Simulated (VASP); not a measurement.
# CoO (Fm-3m) in VASP: a series of runs

CoO is run at these levels: PBEsol+D3(BJ), PBEsol+D4, PBE; tasks: relaxation of cell and atoms, single point.

Everything below comes from runs of VASP 6.6.1. Logs are shortened: lines on timing, memory, paths and dates and some standing lists are left out, and cuts for length are marked.

### Step 1. The cell of the first run

It takes space group Fm-3m (No. 225, cubic). The conventional cell has a = 4.263 Å, b = 4.263 Å, c = 4.263 Å, α = 90.00°, β = 90.00°, γ = 90.00°. Co (site symmetry m-3m) has 6 O at 2.13 Å within 2.8 Å. O (site symmetry m-3m) has 6 Co at 2.13 Å within 2.8 Å.

### Step 2. Relaxation of cell and atoms, PBEsol+D3(BJ), collinear spin, ferromagnetic start

Input file INCAR:

```
PREC     = Accurate       # precision mode
ENCUT    = 600            # plane-wave cutoff, eV
EDIFF    = 1E-6           # SCF threshold, eV
ISMEAR   = -1             # smearing method
SIGMA    = 0.05           # smearing width, eV
LREAL    = False          # projectors in reciprocal space
LASPH    = True           # aspherical terms in the spheres
NELM     = 150            # most SCF steps
ALGO     = Normal         # electronic algorithm
ISIF     = 3              # what is computed and relaxed
LWAVE    = False          # write WAVECAR
LCHARG   = False          # write CHGCAR
ISPIN    = 2              # spin polarisation
MAGMOM   = 2 0            # initial moments
LORBIT   = 11             # projections on sites
LMAXMIX  = 4              # l up to which the mixer works
GGA      = PS             # functional
IVDW     = 12             # dispersion correction
IBRION   = 2              # ionic algorithm
NSW      = 60             # ionic steps
EDIFFG   = -0.01          # ionic threshold
```

Input file KPOINTS:

```
regular mesh
0
Gamma
  11 11 11
```

Input file POSCAR:

```
CoO
1.0
    0.0000000000      2.1315000000      2.1315000000
    2.1315000000      0.0000000000      2.1315000000
    2.1315000000      2.1315000000      0.0000000000
Co O
1 1
Direct
    0.0000000000      0.0000000000      0.0000000000
    0.5000000000      0.5000000000      0.5000000000
```

Potentials or basis: VASP PAW PBE potentials, release 64 (Co, O).

Launch:

```bash
> cat potpaw_PBE.64/Co/POTCAR potpaw_PBE.64/O/POTCAR > POTCAR
> mpirun -np 1 vasp_std > vasp.out
```

OUTCAR:

```text
PREC = Accurate
   ENCUT = 600
   EDIFF = 1E-6
   ISMEAR = -1
   LREAL = False
   LASPH = True
   NELM = 150
   ISIF = 3
   ISPIN = 2
   LORBIT = 11
   GGA = PS
   IVDW = 12
   IBRION = 2
   NSW = 60
   EDIFFG = -0.01
 IVDW          = 12

 ion  position               nearest neighbor table
   1  0.000  0.000  0.000-   2 2.13   2 2.13   2 2.13   2 2.13   2 2.13   2 2.13
   2  0.500  0.500  0.500-   1 2.13   1 2.13   1 2.13   1 2.13   1 2.13   1 2.13

  LATTYP: Found a face centered cubic cell.
 ALAT       =     4.2630000000

  Lattice vectors:

 A1 = (   0.0000000000,   2.1315000000,   2.1315000000)
 A2 = (   2.1315000000,   0.0000000000,   2.1315000000)
 A3 = (   2.1315000000,   2.1315000000,   0.0000000000)

Analysis of symmetry for initial positions (statically):
[... 25 lines left out ...]
The dynamic configuration has the point symmetry O_h .

Analysis of structural, dynamic, and magnetic symmetry:
=====================================================================
 Subroutine PRICEL returns:
[... 7 lines left out ...]
 out of a pool of 48 trial point group operations.

The overall configuration has the point symmetry O_h .

 Subroutine INISYM returns: Found 48 space group operations
[... 5 lines left out ...]
                                     Primitive cell

  volume of cell :      19.3681

  direct lattice vectors                    reciprocal lattice vectors
     0.000000000  2.131500000  2.131500000    -0.234576589  0.234576589  0.234576589
     2.131500000  0.000000000  2.131500000     0.234576589 -0.234576589  0.234576589
     2.131500000  2.131500000  0.000000000     0.234576589  0.234576589 -0.234576589

  length of vectors
     3.014396208  3.014396208  3.014396208     0.406298571  0.406298571  0.406298571

  position of ions in fractional coordinates (direct lattice)
     0.000000000  0.000000000  0.000000000
     0.500000000  0.500000000  0.500000000

  ion indices of the primitive-cell ions
   primitive index   ion index
                 1           1
                 2           2

----------------------------------------------------------------------------------------

 KPOINTS: regular mesh

Automatic generation of k-mesh.
 Grid dimensions read from file:
 generate k-points for:   11   11   11

 Generating k-lattice:

  Cartesian coordinates                     Fractional coordinates (reciprocal lattice)
    -0.021325144  0.021325144  0.021325144     0.090909091  0.000000000  0.000000000
     0.021325144 -0.021325144  0.021325144     0.000000000  0.090909091  0.000000000
     0.021325144  0.021325144 -0.021325144     0.000000000  0.000000000  0.090909091

  Length of vectors
     0.036936234  0.036936234  0.036936234

  Shift w.r.t. Gamma in fractional coordinates (k-lattice)
     0.000000000  0.000000000  0.000000000

 Subroutine IBZKPT returns following result:
 ===========================================

 Found     56 irreducible k-points:

 Following reciprocal coordinates:
            Coordinates               Weight
  0.000000  0.000000  0.000000      1.000000
  0.090909  0.000000  0.000000      8.000000
  0.181818  0.000000  0.000000      8.000000
  0.272727  0.000000  0.000000      8.000000
  0.363636  0.000000  0.000000      8.000000
  0.454545  0.000000  0.000000      8.000000
[... 16 lines left out ...]
 -0.272727  0.181818  0.000000     24.000000
 -0.181818  0.181818  0.000000     12.000000
 [... further k-points ...]
   k-points           NKPTS =     56   k-points in BZ     NKDIM =     56   number of bands    NBANDS=     12
   number of dos      NEDOS =    301   number of ions     NIONS =      2
   total plane-waves  NPLWV =  13824
   dimension x,y,z NGX =    24 NGY =   24 NGZ =   24
   dimension x,y,z NGXF=    48 NGYF=   48 NGZF=   48
   ions per type =               1   1
   NGX,Y,Z   is equivalent  to a cutoff of  13.24, 13.24, 13.24 a.u.
   NGXF,Y,Z  is equivalent  to a cutoff of  26.47, 26.47, 26.47 a.u.
 SYSTEM =  unknown system
   PREC   = accura    normal or accurate (medium, high low for compatibility)
[... 47 lines left out ...]
  Total      -1.85697    -1.85697    -1.85697     0.00000    -0.00000     0.00000
  in kB    -153.61327  -153.61327  -153.61327     0.00000    -0.00000     0.00000
  external pressure =     -153.61 kB  Pullay stress =        0.00 kB
[... 261 lines left out ...]
  energy  without entropy=      -14.3746339553  energy(sigma->0) =      -14.39245179

--------------------------------------- Ionic step        8  -------------------------------------------

 number of electron      15.0000002 magnetization       2.4683054

 Free energy of the ion-electron system (eV)
  ---------------------------------------------------
  ext. energy  EPLUGINS =         0.00000000
  ---------------------------------------------------
  free energy    TOTEN  =       -14.00275189 eV

  energy without entropy =      -13.96692974  energy(sigma->0) =      -13.98484082

 E-fermi :   9.2688     XC(G=0): -13.2375

 val. band max:        9.2658232025   @ k =   0.2727   0.2727   0.0000
 cond. band min:       9.2729889601   @ k =   0.4545   0.1818   0.0909
 fundamental gap:      0.0071657575
 Fermi energy:         9.2688222972

 spin component 1

 k-point     1 :       0.0000    0.0000    0.0000
  band No.  band energies     occupation
      1     -11.9548      1.00000
      2       5.5491      1.00000
      3       5.5491      1.00000
      4       5.5491      1.00000
      5       6.1316      1.00000
      6       6.1317      1.00000
      7       6.1971      1.00000
      8       6.1971      1.00000
      9       6.1971      1.00000
     10      10.6764      0.00000
     11      26.1298      0.00000
     12      28.0190      0.00000
[... 331 lines left out ...]
 k-point    24 :      -0.1818    0.1818    0.0000
  band No.  band energies     occupation
      1     -11.0514      1.00000
      2       1.8149      1.00000
      3       3.0777      1.00000
      4       3.6186      1.00000
      5       6.6126      1.00000
      6       6.7496      1.00000
      7       7.3514      1.00000
      8       7.5045      1.00000
      9       9.2624      0.53192
     10      14.3494      0.00000
     11      21.1017      0.00000
     12      22.5833      0.00000

 [... further k-points ...]

 spin component 2

 k-point     1 :       0.0000    0.0000    0.0000
  band No.  band energies     occupation
      1     -11.5673      1.00000
      2       5.9869      1.00000
      3       5.9869      1.00000
      4       5.9869      1.00000
      5       7.9055      1.00000
      6       7.9056      1.00000
      7       7.9056      1.00000
      8       8.9069      0.99928
      9       8.9069      0.99928
     10      11.1359      0.00000
     11      26.0995      0.00000
     12      28.5272      0.00000
[... 331 lines left out ...]
 k-point    24 :      -0.1818    0.1818    0.0000
  band No.  band energies     occupation
      1     -10.6480      1.00000
      2       2.4174      1.00000
      3       4.1929      1.00000
      4       4.2509      1.00000
      5       8.3944      1.00000
      6       8.8287      0.99985
      7       9.0281      0.99195
      8       9.6602      0.00040
      9      11.4770      0.00000
     10      14.8509      0.00000
     11      21.5603      0.00000
     12      23.1874      0.00000

 [... further k-points ...]

------------------------ aborting loop because EDIFF is reached ----------------------------------------

 Edisp (eV)   -0.40753

 E8    (eV) :    -0.2475

  FORCE on cell =-STRESS in cart. coord.  units (eV):
  Direction    XX          YY          ZZ          XY          YZ          ZX
  --------------------------------------------------------------------------------------
  -------------------------------------------------------------------------------------
  Total       0.00248     0.00248     0.00248     0.00000     0.00000     0.00000
  in kB       0.22640     0.22640     0.22640     0.00000     0.00000     0.00000
  external pressure =        0.23 kB  Pullay stress =        0.00 kB
[... 17 lines left out ...]
  FREE ENERGIE OF THE ION-ELECTRON SYSTEM (eV)
  ---------------------------------------------------
  free  energy   TOTEN  =       -14.4102777068 eV

  energy  without entropy=      -14.3744555599  energy(sigma->0) =      -14.39236663

 reached required accuracy - stopping structural energy minimisation

 total charge

# of ion       s       p       d       tot
------------------------------------------
    1        0.324   0.427   7.258   8.009
    2        1.550   3.435   0.000   4.984
--------------------------------------------------
tot          1.874   3.862   7.258  12.993

 magnetization (x)

# of ion       s       p       d       tot
------------------------------------------
    1        0.021   0.019   2.174   2.214
    2        0.030   0.184   0.000   0.215
--------------------------------------------------
tot          0.051   0.203   2.174   2.429
```

Run time: 79 s. Hardware: 1 thread of Intel Xeon 6975P-C (Granite Rapids), shared host; peak memory 0.19 GiB.

Results:

| Item | Value |
| --- | --- |
| Free energy | -14.4103 eV |
| Relaxed volume | 8.76 Å³/atom |
| Relaxed cell | a = 2.915 Å, b = 2.915 Å, c = 2.915 Å, α = 60.00°, β = 60.00°, γ = 60.00° |
| Space group after relaxing (to 0.05 Å) | Fm-3m (No. 225) |
| Energy gained by relaxing | 8.6 meV/atom |
| Ionic steps | 8 |
| Pressure after relaxing | 0.0 GPa |
| Net moment | 2.47 μB per cell |
| Site moments | Co +2.21; O +0.21 μB |
| Valence electrons inside the program's atomic spheres | Co 8.01; O 4.98 |
| Dispersion energy per atom | -0.204 eV |

Step by step:
| step | energy change (eV) | largest force (eV/Å) | pressure (GPa) | volume (Å³) |
| --- | --- | --- | --- | --- |
| 1 | 0.0000 | 0.0000 | -15.36 | 19.37 |
| 2 | -0.0042 | 0.0000 | 7.29 | 16.88 |
| 3 | -0.0048 | 0.0000 | -5.80 | 18.29 |
| 4 | -0.0169 | 0.0000 | -0.72 | 17.63 |
| 5 | -0.0172 | 0.0000 | -0.51 | 17.55 |
| 6 | -0.0167 | 0.0000 | 1.16 | 17.37 |
| 7 | -0.0172 | 0.0000 | 0.20 | 17.49 |
| 8 | -0.0172 | 0.0000 | 0.02 | 17.52 |

Final structure:
```cif
data_structure
_symmetry_space_group_name_H-M 'P 1'
_symmetry_Int_Tables_number 1
_cell_length_a 2.9152
_cell_length_b 2.9152
_cell_length_c 2.9152
_cell_angle_alpha 60.000
_cell_angle_beta 60.000
_cell_angle_gamma 60.000
_cell_volume 17.52
loop_
_atom_site_label
_atom_site_type_symbol
_atom_site_fract_x
_atom_site_fract_y
_atom_site_fract_z
_atom_site_occupancy
Co1 Co 0.00000 0.00000 0.00000 1
O1 O 0.50000 0.50000 0.50000 1
```

Caveat: the PAW data sets were made with another functional, which shifts forces and pressure a little; a cell with one magnetic atom can't hold antiferromagnetic order, which such compounds often take; semilocal functionals often make such compounds metallic where correlation or magnetic order opens a gap, which also shifts bond lengths; pairwise dispersion overbinds metals, which lowers pressure and volume.

### Step 3. Single point, PBEsol+D4, collinear spin, ferromagnetic start

Input file INCAR:

```
SYSTEM = CoO
PREC = Accurate
ENCUT = 600
EDIFF = 1E-6
ISMEAR = -1
SIGMA = 0.05
LREAL = .FALSE.
LASPH = .TRUE.
NELM = 200
ALGO = Normal
ISIF = 2
LWAVE = .FALSE.
LCHARG = .FALSE.
ISPIN = 2
MAGMOM = 2 0
LORBIT = 11
LMAXMIX = 4
GGA = PS
IVDW = 13
NBANDS = 22
GGA_COMPAT = .FALSE.
```

Input file KPOINTS:

```
regular mesh
0
G
  11 11 11
  0 0 0
```

POSCAR is that of step 2.

Potentials or basis: VASP PAW PBE potentials, release 64 (Co_sv, O).

Launch:

```bash
> cat potpaw_PBE.64/Co_sv/POTCAR potpaw_PBE.64/O/POTCAR > POTCAR
> mpirun -np 1 vasp_std > vasp.out
```

It took 35 s on 1 thread of Intel Xeon Platinum 8488C (Sapphire Rapids), shared host; peak memory 0.17 GiB.

The run converged. Its results:

```
Free energy                                           : -14.3479 eV
Pressure                                              : -15.2 GPa
Net moment                                            : 2.95 μB per cell
Site moments                                          : Co +2.53; O +0.32 μB
Valence electrons inside the program's atomic spheres : Co 14.86; O 4.95
Dispersion energy per atom                            : -0.157 eV
```

Levels at points of the mesh, in eV from the Fermi level:
Spin up:
```tsv
k point	band 11	band 12	band 13	band 14	band 15	band 16
(0.00, 0.00, 0.00)	-3.17	-3.17	-3.17	0.76	16.47	17.79
```
Spin down:
| k point | band 6 | band 7 | band 8 | band 9 | band 10 | band 11 | band 12 | band 13 | band 14 | band 15 |
| --- | --- | --- | --- | --- | --- | --- | --- | --- | --- | --- |
| (0.00, 0.00, 0.00) | -2.65 | -2.65 | -2.65 | -1.11 | -1.11 | -1.11 | -0.12 | -0.12 | 1.32 | 16.40 |

Caveat: the PAW data sets were made with another functional, which shifts forces and pressure a little; a cell with one magnetic atom can't hold antiferromagnetic order, which such compounds often take; semilocal functionals often make such compounds metallic where correlation or magnetic order opens a gap, which also shifts bond lengths; pairwise dispersion overbinds metals, which lowers pressure and volume. With open d or f shells a metallic result of PBEsol can be an artefact of self-interaction; +U or a hybrid may open a gap.

### Step 4. Single point, PBE, collinear spin, ferromagnetic start

This run uses another cell than the first one, of 9.49 Å³/atom, 0.980 times its volume.

Input file INCAR:

```
  PREC = Accurate
  ENCUT = 520
  EDIFF = 1E-6
  ISMEAR = -1
  SIGMA = 0.05
  LREAL = F
  LASPH = T
  NELM = 150
  ALGO = Normal
  ISIF = 2
  LWAVE = F
  LCHARG = F
  ISPIN = 2
  MAGMOM = 2 0
  LORBIT = 11
  LMAXMIX = 4
  GGA = PE
  NBANDS = 18
```

Input file KPOINTS:

```
Automatic mesh
0
Gamma
  11 11 11
```

Input file POSCAR:

```
CoO
1.0
    0.0000000000      2.1171941998      2.1171941998
    2.1171941998      0.0000000000      2.1171941998
    2.1171941998      2.1171941998      0.0000000000
Co O
1 1
Direct
    0.0000000000      0.0000000000      0.0000000000
    0.5000000000      0.5000000000      0.5000000000
```

Potentials or basis: VASP PAW PBE potentials, release 64 (Co, O).

Launch:

```bash
> cat potpaw_PBE.64/Co/POTCAR potpaw_PBE.64/O/POTCAR > POTCAR
> mpirun -np 1 vasp_std > vasp.out
```

Run time: 90 s. Hardware: 1 thread of AMD EPYC 7R13, shared host; peak memory 0.14 GiB.

It converged, with:

| Item | Value |
| --- | --- |
| Free energy | -13.0638 eV |
| Pressure | 1.0 GPa |
| Net moment | 2.85 μB per cell |
| Site moments | Co +2.52; O +0.28 μB |
| Valence electrons inside the program's atomic spheres | Co 7.83; O 4.99 |

Levels at points of the mesh, in eV from the Fermi level:
Spin up:
```csv
k point,band 5,band 6,band 7,band 8,band 9,band 10,band 11,band 12,band 13,band 14
"(0.00, 0.00, 0.00)",-3.19,-3.19,-3.06,-3.06,-3.06,1.10,16.92,18.29,18.29,18.29
```
Spin down:
| k point | band 2 | band 3 | band 4 | band 5 | band 6 | band 7 | band 8 | band 9 | band 10 | band 11 |
| --- | --- | --- | --- | --- | --- | --- | --- | --- | --- | --- |
| (0.00, 0.00, 0.00) | -2.65 | -2.65 | -2.65 | -1.13 | -1.13 | -1.13 | 0.04 | 0.04 | 1.63 | 16.83 |

Caveat: a cell with one magnetic atom can't hold antiferromagnetic order, which such compounds often take; semilocal functionals often make such compounds metallic where correlation or magnetic order opens a gap, which also shifts bond lengths. With open d or f shells a metallic result of PBE can be an artefact of self-interaction; +U or a hybrid may open a gap.

### Step 5. Single point, PBE, collinear spin, ferromagnetic start

This run uses another cell than the first one, of 9.88 Å³/atom, 1.020 times its volume.

Input file INCAR:

```
SYSTEM = CoO
PREC = Accurate
ENCUT = 520
EDIFF = 1E-6
ISMEAR = -1
SIGMA = 0.05
LREAL = .FALSE.
LASPH = .TRUE.
NELM = 150
ALGO = Normal
ISIF = 2
LWAVE = .FALSE.
LCHARG = .FALSE.
ISPIN = 2
MAGMOM = 2 0
LORBIT = 11
LMAXMIX = 4
GGA = PE
NBANDS = 18
```

Input file KPOINTS:

```
regular mesh
0
G
  11 11 11
  0 0 0
```

Input file POSCAR:

```
CoO
1.0
    0.0000000000      2.1456163054      2.1456163054
    2.1456163054      0.0000000000      2.1456163054
    2.1456163054      2.1456163054      0.0000000000
Co O
1 1
Direct
    0.0000000000      0.0000000000      0.0000000000
    0.5000000000      0.5000000000      0.5000000000
```

Launch:

```bash
> cat potpaw_PBE.64/Co/POTCAR potpaw_PBE.64/O/POTCAR > POTCAR
> mpirun -np 1 vasp_std > vasp.out
```

Wall time 96 s (1 thread of AMD EPYC 7R13, shared host); peak memory 0.14 GiB.

Results (log left out):

| Quantity | Value |
| --- | --- |
| Free energy | -13.0533 eV |
| Pressure | -5.4 GPa |
| Net moment | 2.94 μB per cell |
| Site moments | Co +2.58; O +0.30 μB |
| Valence electrons inside the program's atomic spheres | Co 7.76; O 4.97 |

Levels at points of the mesh, in eV from the Fermi level:
Spin up:
| k point | band 6 | band 7 | band 8 | band 9 | band 10 | band 11 | band 12 | band 13 |
| --- | --- | --- | --- | --- | --- | --- | --- | --- |
| (0.00, 0.00, 0.00) | -3.04 | -3.01 | -3.01 | -3.01 | 0.90 | 16.80 | 17.98 | 17.98 |
Spin down:
| k point | band 2 | band 3 | band 4 | band 5 | band 6 | band 7 | band 8 | band 9 | band 10 | band 11 |
| --- | --- | --- | --- | --- | --- | --- | --- | --- | --- | --- |
| (0.00, 0.00, 0.00) | -2.44 | -2.44 | -2.44 | -1.05 | -1.05 | -1.05 | 0.10 | 0.10 | 1.44 | 16.71 |

Caveat: a cell with one magnetic atom can't hold antiferromagnetic order, which such compounds often take; semilocal functionals often make such compounds metallic where correlation or magnetic order opens a gap, which also shifts bond lengths. With open d or f shells a metallic result of PBE can be an artefact of self-interaction; +U or a hybrid may open a gap.

### Step 6. The runs side by side

| task | level | potentials or basis | cell | cutoff (eV) | second run | gap on the mesh (eV) | pressure (GPa) | moment (μB) |
| --- | --- | --- | --- | --- | --- | --- | --- | --- |
| relaxation of cell and atoms | PBEsol+D3(BJ) | VASP PAW PBE potentials, release 64 (Co, O) | relaxed from a = 3.014 Å, angles 60.0°, 2 atoms | 600 | - | none | 0.0 | 2.47 |
| single point | PBEsol+D4 | VASP PAW PBE potentials, release 64 (Co_sv, O) | a = 3.014 Å, angles 60.0°, 2 atoms | 600 | valence_matched | none | -15.2 | 2.95 |
| single point | PBE | VASP PAW PBE potentials, release 64 (Co, O) | a = 2.994 Å, angles 60.0°, 2 atoms | 520 | - | none | 1.0 | 2.85 |
| single point | PBE | VASP PAW PBE potentials, release 64 (Co, O) | a = 3.034 Å, angles 60.0°, 2 atoms | 520 | - | none | -5.4 | 2.94 |

Alike in all rows: spin collinear, ferromagnetic start; k mesh 11 × 11 × 11; smearing fermi-dirac 0.05 eV.

Caveats: a cell with one magnetic atom can't hold antiferromagnetic order, which such compounds often take; semilocal functionals often make such compounds metallic where correlation or magnetic order opens a gap, which also shifts bond lengths; the PAW data sets were made with another functional, which shifts forces and pressure a little (some runs); pairwise dispersion overbinds metals, which lowers pressure and volume (some runs).

Absolute energies hang on the potentials; compare differences alone.
